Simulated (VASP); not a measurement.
# AlO2 (P-4n2) in VASP: notebook

AlO2 is run at these levels: PBE; tasks: single point, relaxation of cell and atoms.

Everything below comes from runs of VASP 6.6.1. Logs are shortened: lines on timing, memory, paths and dates and some standing lists are left out, and cuts for length are marked.

## 1. The cell of the first run

It takes space group P-4n2 (No. 118, tetragonal). Conventional cell: a = 4.257 Å, b = 4.257 Å, c = 3.950 Å, α = 90.00°, β = 90.00°, γ = 90.00°. Within 2.7 Å of Al (site symmetry -4) lie 4 O at 2.02 Å. O (site symmetry 2) has 1 O at 1.19 Å within 1.6 Å.

## 2. Single point, PBE

Contents of INCAR:

```
SYSTEM = AlO2
ALGO = Normal
EDIFF = 1E-6
ENCUT = 520
GGA = PE
ISIF = 2
ISMEAR = 0
LASPH = .TRUE.
LCHARG = .TRUE.
LELF = .TRUE.
LREAL = .FALSE.
LVHAR = .TRUE.
LWAVE = .FALSE.
NBANDS = 24
NELM = 60
PREC = Accurate
SIGMA = 0.1
```

Contents of KPOINTS:

```
k-points
0
G
  4 4 4
  0 0 0
```

Contents of POSCAR:

```
AlO2
1.0
    4.2572407500      0.0000000000      0.0000000000
    0.0000000000      4.2572407500      0.0000000000
    0.0000000000      0.0000000000      3.9501180200
Al O
2 4
Direct
    0.0000000000      0.0000000000      0.5000000000
    0.5000000000      0.5000000000      0.0000000000
    0.5987829600      0.0987829600      0.2500000000
    0.4012170400      0.9012170400      0.2500000000
    0.0987829600      0.4012170400      0.7500000000
    0.9012170400      0.5987829600      0.7500000000
```

Potentials or basis: VASP PAW PBE potentials, release 64 (Al, O).

Started as:

```bash
> cat potpaw_PBE.64/Al/POTCAR potpaw_PBE.64/O/POTCAR > POTCAR
> mpirun -np 1 vasp_std > vasp.out
```

OUTCAR:

```text
SYSTEM = AlO2
   EDIFF = 1E-6
   ENCUT = 520
   GGA = PE
   ISIF = 2
   ISMEAR = 0
   LASPH = .TRUE.
   LREAL = .FALSE.
   NELM = 60
   PREC = Accurate

 ion  position               nearest neighbor table
   1  0.000  0.000  0.500-   3 2.02   4 2.02   5 2.02   6 2.02
   2  0.500  0.500  0.000-   3 2.02   4 2.02   5 2.02   6 2.02
   3  0.599  0.099  0.250-   4 1.19   2 2.02   1 2.02
   4  0.401  0.901  0.250-   3 1.19   2 2.02   1 2.02
   5  0.099  0.401  0.750-   6 1.19   2 2.02   1 2.02
   6  0.901  0.599  0.750-   5 1.19   2 2.02   1 2.02

  LATTYP: Found a simple tetragonal cell.
 ALAT       =     4.2572407500
 C/A-ratio  =     0.9278587357

  Lattice vectors:

 A1 = (   4.2572407500,   0.0000000000,   0.0000000000)
 A2 = (   0.0000000000,   4.2572407500,   0.0000000000)
 A3 = (   0.0000000000,   0.0000000000,   3.9501180200)

Analysis of symmetry for initial positions (statically):
=====================================================================
 Subroutine PRICEL returns:
 Original cell was already a primitive cell.

 Routine SETGRP: Setting up the symmetry group for a
 simple tetragonal supercell.

 Subroutine GETGRP returns: Found  8 space group operations
 (whereof  4 operations were pure point group operations)
 out of a pool of 16 trial point group operations.

The static configuration has the point symmetry S_4 .
 The point group associated with its full space group is D_2d.

Analysis of symmetry for dynamics (positions and initial velocities):
=====================================================================
 Subroutine PRICEL returns:
 Original cell was already a primitive cell.

 Routine SETGRP: Setting up the symmetry group for a
 simple tetragonal supercell.

 Subroutine GETGRP returns: Found  8 space group operations
 (whereof  4 operations were pure point group operations)
 out of a pool of 16 trial point group operations.

The dynamic configuration has the point symmetry S_4 .
 The point group associated with its full space group is D_2d.

 Subroutine INISYM returns: Found  8 space group operations
 (whereof  4 operations are pure point group operations),
 and found     1 'primitive' translations

----------------------------------------------------------------------------------------

                                     Primitive cell

  volume of cell :      71.5923

  direct lattice vectors                    reciprocal lattice vectors
     4.257240750  0.000000000  0.000000000     0.234893927  0.000000000  0.000000000
     0.000000000  4.257240750  0.000000000     0.000000000  0.234893927  0.000000000
     0.000000000  0.000000000  3.950118020     0.000000000  0.000000000  0.253156993

  length of vectors
     4.257240750  4.257240750  3.950118020     0.234893927  0.234893927  0.253156993

  position of ions in fractional coordinates (direct lattice)
     0.000000000  0.000000000  0.500000000
     0.500000000  0.500000000  0.000000000
     0.598782960  0.098782960  0.250000000
     0.401217040  0.901217040  0.250000000
     0.098782960  0.401217040  0.750000000
     0.901217040  0.598782960  0.750000000

  ion indices of the primitive-cell ions
   primitive index   ion index
                 1           1
                 2           2
                 3           3
                 4           4
                 5           5
                 6           6

----------------------------------------------------------------------------------------

 KPOINTS: k-points

Automatic generation of k-mesh.
 Grid dimensions read from file:
 generate k-points for:    4    4    4

 Generating k-lattice:

  Cartesian coordinates                     Fractional coordinates (reciprocal lattice)
     0.058723482  0.000000000  0.000000000     0.250000000  0.000000000  0.000000000
     0.000000000  0.058723482  0.000000000     0.000000000  0.250000000  0.000000000
     0.000000000  0.000000000  0.063289248     0.000000000  0.000000000  0.250000000

  Length of vectors
     0.058723482  0.058723482  0.063289248

  Shift w.r.t. Gamma in fractional coordinates (k-lattice)
     0.000000000  0.000000000  0.000000000

 Subroutine IBZKPT returns following result:
 ===========================================

 Found     18 irreducible k-points:

 Following reciprocal coordinates:
            Coordinates               Weight
  0.000000  0.000000  0.000000      1.000000
  0.250000  0.000000  0.000000      4.000000
  0.500000  0.000000  0.000000      2.000000
  0.250000  0.250000  0.000000      4.000000
  0.500000  0.250000  0.000000      4.000000
  0.500000  0.500000  0.000000      1.000000
[... 10 lines left out ...]
  0.500000  0.250000  0.500000      4.000000
  0.500000  0.500000  0.500000      1.000000
   k-points           NKPTS =     18   k-points in BZ     NKDIM =     18   number of bands    NBANDS=     24
   number of dos      NEDOS =    301   number of ions     NIONS =      6
   total plane-waves  NPLWV =  30720
   dimension x,y,z NGX =    32 NGY =   32 NGZ =   30
   dimension x,y,z NGXF=    64 NGYF=   64 NGZF=   60
   ions per type =               2   4
   NGX,Y,Z   is equivalent  to a cutoff of  12.50, 12.50, 12.63 a.u.
   NGXF,Y,Z  is equivalent  to a cutoff of  24.99, 24.99, 25.25 a.u.
 SYSTEM =  AlO2
   PREC   = accura    normal or accurate (medium, high low for compatibility)
   ISTART =      0    job   : 0-new  1-cont  2-samecut
   ICHARG =      2    charge: 1-file 2-atom 10-const
   ISPIN  =      1    spin polarized calculation?
   LNONCOLLINEAR =      F non collinear calculations
   LSORBIT =      F    spin-orbit coupling
   LASPH  =      T    aspherical Exc in radial PAW
   ENCUT  =  520.0 eV  38.22 Ry    6.18 a.u.   7.92  7.92  7.34*2*pi/ulx,y,z
   NELM   =     60;   NELMIN=  2; NELMDL= -5     # of ELM steps
   EDIFF  = 0.1E-05   stopping-criterion for ELM
   LREAL  =      F    real-space projection
   EDIFFG = 0.1E-04   stopping-criterion for IOM
   NSW    =      0    number of steps for IOM
   IBRION =     -1    ionic relax: 0-MD 1-quasi-New 2-CG
   NFREE  =      0    steps in history (QN), initial steepest desc. (CG)
   ISIF   =      2    stress and relaxation
   ISYM   =      2    0-nonsym 1-usesym 2-fastsym
   POTIM  = 0.5000    time-step for ionic-motion
   TEBEG  =    0.0;   TEEND  =   0.0 temperature during run
   PSTRESS=    0.0 pullay stress
   NELECT =      30.0000    total number of electrons
   NUPDOWN=      -1.0000    fix difference up-down
   EMIN   =  10.00;   EMAX   =-10.00  energy-range for DOS
   EFERMI =   0.00;   METHOD = LEGACY
   ISMEAR =     0;   SIGMA  =   0.10  broadening in eV -4-tet -1-fermi 0-gaus
   EFERMI_NEDOS =   21; number of points for ismear=-14 and -15
   IALGO  =     38    algorithm
   IMIX   =      4    mixing-type and parameters
     AMIX     =   0.40;   BMIX     =  1.00
     AMIX_MAG =   1.60;   BMIX_MAG =  1.00
  volume/ion in A,a.u.               =      11.93        80.52
  Fermi-wavevector in a.u.,A,eV,Ry     =   1.225067  2.315040 20.419468  1.500789
  Thomas-Fermi vector in A             =   2.360118
   LORBIT       =      0    0 simple, 1 ext, 2 COOP (PROOUT), +10 PAW based schemes
   GGA     = PE    functional components
   LHFCALC =     F    Hartree Fock is set to
   AEXX    =    0.0000 exact exchange contribution
   IVDW    =     0    specifies the selected vdW correction
   LEPSILON=     F    determine dielectric tensor
   LRPA    =     F    only Hartree local field effects (RPA)
 non-spin polarized calculation
 Gauss-broadening in eV      SIGMA  =   0.10
  energy-cutoff  :      520.00
  volume of cell :       71.59
 maximum number of plane-waves:      1952
 NGX is ok and might be reduce to    32
   NGX = 15   NGY = 15   NGZ = 15

 number of electron      30.0000003 magnetization

 Free energy of the ion-electron system (eV)
  ---------------------------------------------------
  ext. energy  EPLUGINS =         0.00000000
  ---------------------------------------------------
  free energy    TOTEN  =       -27.66494476 eV

  energy without entropy =      -27.65728479  energy(sigma->0) =      -27.66111477

 E-fermi :   6.9416     XC(G=0):  -9.9544

 val. band max:        6.9396744994   @ k =   0.0000   0.0000   0.5000
 cond. band min:       7.0272794713   @ k =   0.5000   0.2500   0.2500
 fundamental gap:      0.0876049719
 Fermi energy:         6.9415837252

 k-point     1 :       0.0000    0.0000    0.0000
  band No.  band energies     occupation
      1     -22.8605      2.00000
      2     -22.6623      2.00000
      3     -10.3492      2.00000
      4     -10.3492      2.00000
      5      -5.5673      2.00000
      6      -3.9573      2.00000
[... 16 lines left out ...]
     23      13.8985      0.00000
     24      14.9524      0.00000

 k-point     2 :       0.2500    0.0000    0.0000
  band No.  band energies     occupation
      1     -22.8253      2.00000
      2     -22.6848      2.00000
      3     -10.4267      2.00000
      4     -10.4209      2.00000
      5      -5.4751      2.00000
      6      -4.4185      2.00000
[... 16 lines left out ...]
     23      13.9976      0.00000
     24      14.9087      0.00000

 k-point     3 :       0.5000    0.0000    0.0000
  band No.  band energies     occupation
      1     -22.7486      2.00000
      2     -22.7486      2.00000
      3     -10.4969      2.00000
      4     -10.4969      2.00000
      5      -5.0684      2.00000
      6      -5.0684      2.00000
[... 16 lines left out ...]
     23      14.2965      0.00000
     24      14.2965      0.00000
[... 352 lines left out ...]
 k-point    17 :       0.5000    0.2500    0.5000
  band No.  band energies     occupation
      1     -22.7305      2.00000
      2     -22.7305      2.00000
      3     -10.6090      2.00000
      4     -10.4288      2.00000
      5      -4.9451      2.00000
      6      -4.5356      2.00000
[... 16 lines left out ...]
     23      14.0721      0.00000
     24      16.2701      0.00000

 k-point    18 :       0.5000    0.5000    0.5000
  band No.  band energies     occupation
      1     -22.7238      2.00000
      2     -22.7238      2.00000
      3     -10.6924      2.00000
      4     -10.4461      2.00000
      5      -4.8578      2.00000
      6      -4.4009      2.00000
[... 16 lines left out ...]
     23      15.1668      0.00000
     24      15.8506      0.00000

------------------------ aborting loop because EDIFF is reached ----------------------------------------

  FORCE on cell =-STRESS in cart. coord.  units (eV):
  Direction    XX          YY          ZZ          XY          YZ          ZX
  --------------------------------------------------------------------------------------
  -------------------------------------------------------------------------------------
  Total       20.2317407     20.2317407      0.8206850      0.0000000      0.0000000      0.0000000
  in kB      452.7696831    452.7696831     18.3662538      0.0000000      0.0000000      0.0000000
  external PRESSURE =     307.9685400 kB  Pullay stress =       0.0000000 kB

 VOLUME and BASIS-vectors are now :
 -----------------------------------------------------------------------------
  energy-cutoff  :      520.00
  volume of cell :       71.59
      direct lattice vectors                 reciprocal lattice vectors
     4.257240750  0.000000000  0.000000000     0.234893927  0.000000000  0.000000000
     0.000000000  4.257240750  0.000000000     0.000000000  0.234893927  0.000000000
     0.000000000  0.000000000  3.950118020     0.000000000  0.000000000  0.253156993

 POSITION                                       TOTAL-FORCE (eV/Angst)
 -----------------------------------------------------------------------------------
      0.00000      0.00000      1.97506         0.000000      0.000000     -0.000000
      2.12862      2.12862      0.00000         0.000000      0.000000     -0.000000
      2.54916      0.42054      0.98753        12.132010     12.132010     -0.000000
      1.70808      3.83670      0.98753       -12.132010    -12.132010     -0.000000
      0.42054      1.70808      2.96259        12.132010    -12.132010     -0.000000
      3.83670      2.54916      2.96259       -12.132010     12.132010      0.000000
 -----------------------------------------------------------------------------------
    total drift:                               -0.000000      0.000000      0.000000

  FREE ENERGIE OF THE ION-ELECTRON SYSTEM (eV)
  ---------------------------------------------------
  free  energy   TOTEN  =       -27.6649447621 eV

  energy  without entropy=      -27.6572847864  energy(sigma->0) =      -27.66111477
```

Wall time 19 s (1 thread of AMD EPYC 7R13 (Zen 3), shared host); peak memory 0.15 GiB.

What came out:

```
Free energy            : -27.6649 eV
Pressure               : 30.8 GPa
Largest force          : 17.157 eV/Å
Band gap on the k mesh : zero (band 15 reaches 7.51 eV, above the bottom of band 16 at 6.16 eV)
```

Forces in eV/Å, atoms in the order of the input:
```
Al    0.000   0.000   0.000
Al    0.000   0.000   0.000
O    12.132  12.132   0.000
O   -12.132 -12.132   0.000
O    12.132 -12.132   0.000
O   -12.132  12.132   0.000
```

Levels at points of the mesh, in eV from the Fermi level:
| k point | band 13 | band 14 | band 15 | band 16 | band 17 | band 18 |
| --- | --- | --- | --- | --- | --- | --- |
| (0.00, 0.00, 0.00) | -3.09 | -3.09 | -1.55 | 0.75 | 3.44 | 3.44 |
| (0.50, 0.00, 0.00) | -3.14 | -3.14 | -0.78 | -0.78 | 2.68 | 2.68 |
| (0.50, 0.50, 0.00) | -3.44 | -3.44 | 0.13 | 0.13 | 0.26 | 0.26 |
| (0.00, 0.00, 0.50) | -3.49 | -3.49 | 0.00 | 0.00 | 3.29 | 3.29 |
| (0.50, 0.00, 0.50) | -3.41 | -3.41 | 0.57 | 0.57 | 2.51 | 2.51 |
| (0.50, 0.50, 0.50) | -3.50 | -3.50 | -0.20 | 1.40 | 1.60 | 1.60 |

Caveat: the k points lie up to 0.40 Å⁻¹ apart; the standard files for N, O and F lose accuracy on very short bonds; forces of over 1 eV/Å act on the atoms, so gaps and moduli don't describe the material at rest.

## 3. Relaxation of cell and atoms, PBE

Contents of INCAR:

```
  PREC = Accurate
  ENCUT = 600
  EDIFF = 1E-7
  ISMEAR = 0
  SIGMA = 0.1
  LREAL = F
  LASPH = T
  NELM = 60
  ALGO = Normal
  ISIF = 3
  LWAVE = F
  LCHARG = F
  GGA = PE
  IBRION = 2
  NSW = 90
  EDIFFG = -0.04
```

Contents of KPOINTS:

```
Automatic mesh
0
Gamma
  4 4 4
```

POSCAR is that of step 2.

Potentials or basis: VASP PAW PBE potentials, release 64 (Al, O).

Started as:

```bash
> cat potpaw_PBE.64/Al/POTCAR potpaw_PBE.64/O/POTCAR > POTCAR
> mpirun -np 1 vasp_std > vasp.out
```

It took 4.5 min on 1 thread of AMD EPYC 7R13 (Zen 3), shared host; peak memory 0.17 GiB.

It converged, with:

```
Free energy                            : -38.6871 eV
Relaxed volume                         : 10.96 Å³/atom
Relaxed cell                           : a = 4.292 Å, b = 4.292 Å, c = 3.569 Å, α = 90.00°, β = 90.00°, γ = 90.00°
Space group after relaxing (to 0.05 Å) : P-4n2 (No. 118)
Energy gained by relaxing              : 1834.0 meV/atom
Ionic steps                            : 13
Pressure after relaxing                : 0.3 GPa
Largest force after relaxing           : 0.033 eV/Å
Band gap on the k mesh                 : zero (band 15 reaches 2.70 eV, above the bottom of band 16 at 2.03 eV)
```

Forces on the atoms (eV/Å):
```
Al   0.000  0.000  0.000
Al   0.000  0.000  0.000
O    0.024  0.024  0.000
O   -0.024 -0.024  0.000
O    0.024 -0.024  0.000
O   -0.024  0.024  0.000
```

Stress tensor (GPa, compression positive):
```
0.20 0.00 0.00
0.00 0.20 0.00
0.00 0.00 0.44
```

The path:
```tsv
step	energy change (eV)	largest force (eV/Å)	pressure (GPa)	volume (Å³)
1	0.0000	17.1279	30.60	71.59
2	-7.1236	0.2485	-28.77	97.24
3	-7.4788	0.3843	-28.34	95.01
4	-7.7346	0.4702	-28.01	93.22
5	-8.6816	1.4412	-25.17	82.03
6	-10.8466	0.4128	4.44	62.81
7	-10.8541	0.4785	2.00	63.60
8	-10.9025	0.3280	1.47	63.96
9	-10.9620	0.1279	0.47	64.76
10	-10.9958	0.0718	-1.59	66.34
11	-10.9969	0.0651	-2.00	66.61
12	-10.9782	0.0136	5.06	64.12
13	-11.0039	0.0334	0.28	65.75
```

Final structure:
```
CELL_PARAMETERS angstrom
4.29228 0.00000 0.00000
0.00000 4.29228 0.00000
0.00000 0.00000 3.56865
ATOMIC_POSITIONS crystal
Al 0.00000 0.00000 0.50000
Al 0.50000 0.50000 0.00000
O 0.72178 0.22178 0.25000
O 0.27822 0.77822 0.25000
O 0.22178 0.27822 0.75000
O 0.77822 0.72178 0.75000
```

Levels at points of the mesh, in eV from the Fermi level:
```
           k point  band 12  band 13  band 14  band 15  band 16  band 17  band 18  band 19
(0.00, 0.00, 0.00)    -0.74    -0.16     0.05     0.05     0.09     5.49     7.72     8.19
(0.50, 0.00, 0.00)    -1.84    -0.43    -0.43    -0.06    -0.06     8.13     8.13     9.39
(0.50, 0.50, 0.00)    -1.39    -0.72    -0.72    -0.19    -0.19     9.64     9.64    10.11
(0.00, 0.00, 0.50)    -1.77    -1.19    -1.19    -0.42    -0.42     8.75     8.75    10.88
(0.50, 0.00, 0.50)    -1.81    -0.46    -0.46     0.21     0.21    10.31    10.31    10.57
(0.50, 0.50, 0.50)    -0.36     0.05     0.12     0.26     0.26     8.92     9.06    12.26
```

Caveat: the k points lie up to 0.44 Å⁻¹ apart in the final cell; the standard files for N, O and F lose accuracy on very short bonds.

[end of part 1 of 2]
